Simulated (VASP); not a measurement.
Here is a VASP 6.6.1 calculation.

INCAR

```
SYSTEM = ZnO
PREC     = Accurate       ! precision mode
ENCUT    = 1000           ! plane-wave cutoff, eV
EDIFF    = 1E-8           ! SCF threshold, eV
ISMEAR   = -1             ! smearing method
SIGMA    = 0.02           ! smearing width, eV
LREAL    = .False.        ! projectors in reciprocal space
LASPH    = .True.         ! aspherical terms in the spheres
NELM     = 120            ! most SCF steps
ALGO     = Normal         ! electronic algorithm
ISIF     = 2              ! what is computed and relaxed
LWAVE    = .False.        ! write WAVECAR
LCHARG   = .False.        ! write CHGCAR
GGA      = PE             ! functional
LEFG     = .True.       
NBANDS   = 26             ! bands
GGA_COMPAT= .False.
```

The input KPOINTS:

```
Automatic mesh
0
Gamma
  11 11 6
  0 0 0
```

Contents of POSCAR:

```
ZnO
1.0
    3.2601941478      0.0000000000      0.0000000000
   -1.6300970738      2.8234109532      0.0000000000
    0.0000000000      0.0000000000      5.2210884991
Zn O
2 2
Direct
    0.3333333333      0.6666666667      0.0000000000
    0.6666666667      0.3333333333      0.5000000000
    0.3333333333      0.6666666667      0.3821000000
    0.6666666667      0.3333333333      0.8821000000
```

Potentials or basis: VASP PAW PBE potentials, release 64 (Zn, O_h).

The run is started by

```console
$ cat potpaw_PBE.64/Zn/POTCAR potpaw_PBE.64/O_h/POTCAR > POTCAR
$ mpirun -np 1 vasp_std > vasp.out
```

(1) What does it give for the pressure?

(2) Predict the largest force.

(3) What does it give for the band gap on the k mesh?

Answers

(1) 4.6 GPa.

(2) 0.033 eV/Å.

(3) 0.78 eV.

Caveat: the cell stands under pressure; semilocal functionals underestimate gaps, and a narrow one can read as zero; without QUAD_EFG the Cq values of the log hold for a quadrupole moment of 1 mb, not for the nuclei.
